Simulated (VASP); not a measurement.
A run of VASP 6.6.1:

File POSCAR:

```
NaF
1.0
    3.1775543160      0.0000000000      0.0000000000
   -1.5887771580      2.7518427596      0.0000000000
    0.0000000000      0.0000000000      5.5676310269
Na F
2 2
Direct
    0.0000000000      0.0000000000      0.0000000000
    0.0000000000      0.0000000000      0.5000000000
    0.3333333333      0.6666666667      0.2500000000
    0.6666666667      0.3333333333      0.7500000000
```

INCAR.step1

```
SYSTEM = NaF
ALGO = Normal
EDIFF = 1E-4
ENCUT = 520
GGA = PE
ISMEAR = 0
LASPH = .True.
LCHARG = .False.
LREAL = .False.
LWAVE = .True.
NBANDS = 22
NELM = 60
PREC = Accurate
SIGMA = 0.01
```

The input INCAR.step2:

```
SYSTEM = NaF
ALGO = Normal
EDIFF = 1E-7
ENCUT = 520
ISIF = 2
ISMEAR = 0
ISTART = 1
LASPH = .True.
LCHARG = .False.
LMIXTAU = .True.
LREAL = .False.
LWAVE = .False.
METAGGA = R2SCAN
NBANDS = 22
NELM = 60
PREC = Accurate
SIGMA = 0.01
```

File KPOINTS:

```
k-points
0
Gamma
  9 9 4
  0 0 0
```

Potentials or basis: VASP PAW PBE potentials, release 64 (Na_pv, F).

The run is started by

```sh
$ cat potpaw_PBE.64/Na_pv/POTCAR potpaw_PBE.64/F/POTCAR > POTCAR
$ cp INCAR.step1 INCAR
$ mpirun -np 1 vasp_std > vasp.out
$ cp INCAR.step2 INCAR
$ mpirun -np 1 vasp_std > vasp.out
```

Hardware: 1 thread of AMD EPYC 7R13, with other jobs on the host.

Q: Estimate the wall time of this run.

A: It took 4.7 min on 1 thread of AMD EPYC 7R13 (shared host), peak memory 0.15 GiB. Counts: k points 36.
